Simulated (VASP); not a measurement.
Set up this calculation in VASP 6.6.1, as the native input.

```
Task                   : relaxation of cell and atoms
Functional             : PBE
Potentials or basis    : VASP PAW PBE potentials, release 64 (Ga_d, N)
Cutoff                 : 600 eV
k mesh                 : 16 × 16 × 16
Occupations            : fermi-dirac, width 0.08 eV
Spin                   : no spin polarisation
Target pressure        : 18 GPa
Dipole correction      : no
Further INCAR settings : ALGO = Normal; EDIFF = 1e-06; IBRION = 2; EDIFFG = -0.005; NSW = 32; ISIF = 3
```

The structure of GaN (rocksalt type) lies in POSCAR:

```
GaN
1.0
    0.0000000000      2.0831165341      2.0831165341
    2.0831165341      0.0000000000      2.0831165341
    2.0831165341      2.0831165341      0.0000000000
Ga N
1 1
Direct
    0.0000000000      0.0000000000      0.0000000000
    0.5000000000      0.5000000000      0.5000000000
```

These files were run (other wordings do the same):

INCAR

```
  PREC = Accurate
  ENCUT = 600
  EDIFF = 1E-6
  ISMEAR = -1
  SIGMA = 0.08
  LREAL = F
  LASPH = T
  NELM = 60
  ALGO = Normal
  ISIF = 3
  LWAVE = F
  LCHARG = F
  GGA = PE
  IBRION = 2
  NSW = 32
  EDIFFG = -0.005
  PSTRESS = 180.0
```

KPOINTS

```
regular mesh
0
Gamma
  16 16 16
```

Potentials or basis: VASP PAW PBE potentials, release 64 (Ga_d, N).

The run is started by

```sh
$ cat potpaw_PBE.64/Ga_d/POTCAR potpaw_PBE.64/N/POTCAR > POTCAR
$ mpirun -np 1 vasp_std > vasp.out
```

Results of the run:

```
Relaxed volume                                         : 9.06 Å³/atom
Relaxed cell                                           : a = 2.948 Å, b = 2.948 Å, c = 2.948 Å, α = 60.00°, β = 60.00°, γ = 60.00°
Space group after relaxing (to 0.05 Å)                 : Fm-3m (No. 225)
Energy change on relaxing (the enthalpy is what falls) : -2.7 meV/atom
Ionic steps                                            : 3
Pressure after relaxing                                : 18.0 GPa
Band gap on the k mesh                                 : 0.85 eV, indirect (least direct gap 3.27 eV)
```

Caveat: the cell is relaxed towards a set pressure, so the enthalpy falls and the energy may rise.

Wall time 2.5 min on 1 thread of AMD EPYC 7R43 64-Core Processor (Zen 3), with other jobs on the host, peak memory 0.14 GiB.
